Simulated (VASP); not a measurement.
Write the native input for VASP 6.6.1 that does the following.

| Property | Result |
| --- | --- |
| Task | single point |
| Functional | PBE |
| Potentials or basis | VASP PAW PBE potentials, release 64 (Ti_sv) |
| Cutoff | 500 eV |
| k mesh | 6 × 6 × 6 |
| Occupations | fermi-dirac, width 0.05 eV |
| Spin | no spin polarisation |
| Dipole correction | no |
| Further INCAR settings | ALGO = Normal; EDIFF = 1e-06; NBANDS = 19 |

The structure of Ti lies in POSCAR:

```
Ti
1.0
    0.0000000000      2.3282350044      2.3282350044
    2.3282350044      0.0000000000      2.3282350044
    2.3282350044      2.3282350044      0.0000000000
Ti
2
Direct
    1.0000000000      1.0000000000      1.0000000000
    0.2500000000      0.2500000000      0.2500000000
```

This isn't the form of Ti at room conditions, which is hcp.

The input as run:

INCAR

```
SYSTEM = Ti
ALGO = Normal
EDIFF = 1E-6
ENCUT = 500
GGA = PE
GGA_COMPAT = .FALSE.
ISIF = 2
ISMEAR = -1
LASPH = .TRUE.
LCHARG = .FALSE.
LREAL = .FALSE.
LWAVE = .FALSE.
NBANDS = 19
NELM = 120
PREC = Accurate
SIGMA = 0.05
```

KPOINTS

```
k-points
0
G
  6 6 6
  0 0 0
```

Potentials or basis: VASP PAW PBE potentials, release 64 (Ti_sv).

The run is started by

```bash
$ cat potpaw_PBE.64/Ti_sv/POTCAR > POTCAR
$ mpirun -np 1 vasp_std > vasp.out
```

Results of the run:

```
Pressure               : 65.4 GPa
Band gap on the k mesh : zero (bands 12 and 13 overlap by 2.06 eV)
```

Caveat: the k points lie up to 0.39 Å⁻¹ apart, too coarse for converged energies and pressures of a metal; atoms lie so close that the PAW spheres overlap strongly, which falsifies energies and pressures.

Run time: 9.5 s on 1 thread of AMD EPYC 7R43 64-Core Processor (Zen 3), on a shared host, peak memory 0.1 GiB.
